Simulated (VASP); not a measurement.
Wanted: the native input for a VASP 6.6.1 run.

```
Task                   : single point
Functional             : PBEsol
Potentials or basis    : VASP PAW PBE potentials, release 64 (Cs_sv)
Cutoff                 : 520 eV
k mesh                 : 11 × 11 × 11
Occupations            : fermi-dirac, width 0.05 eV
Spin                   : no spin polarisation
Dipole correction      : no
Further INCAR settings : ALGO = Normal; EDIFF = 1e-07; NBANDS = 10
```

The structure of Cs lies in POSCAR:

```
Cs
1.0
    0.0000000000      3.0524251965      3.0524251965
    3.0524251965      0.0000000000      3.0524251965
    3.0524251965      3.0524251965      0.0000000000
Cs
1
Direct
    0.0000000000      0.0000000000      0.0000000000
```

This cell differs from its parent crystal: volume scaled by 0.515, to set the pressure.

The input as run:

INCAR

```
SYSTEM = Cs
PREC = Accurate ; ENCUT = 520
EDIFF = 1E-7 ; ISMEAR = -1
SIGMA = 0.05 ; LREAL = .FALSE.
LASPH = .TRUE. ; NELM = 60
ALGO = Normal ; ISIF = 2
LWAVE = .FALSE. ; LCHARG = .FALSE.
GGA = PS ; NBANDS = 10
```

KPOINTS

```
Automatic mesh
0
G
  11 11 11
  0 0 0
```

Potentials or basis: VASP PAW PBE potentials, release 64 (Cs_sv).

The run is started by

```bash
$ cat potpaw_PBE.64/Cs_sv/POTCAR > POTCAR
$ mpirun -np 1 vasp_std > vasp.out
```

It gave:

```json
{"Pressure": "2.9 GPa"}
```

Caveat: the cell differs from its parent crystal (volume scaled by 0.515, to set the pressure); the PAW data sets were made with another functional, which shifts forces and pressure a little.

It took 32 s on 1 thread of AMD EPYC 7R13, on a shared host, peak memory 0.16 GiB.
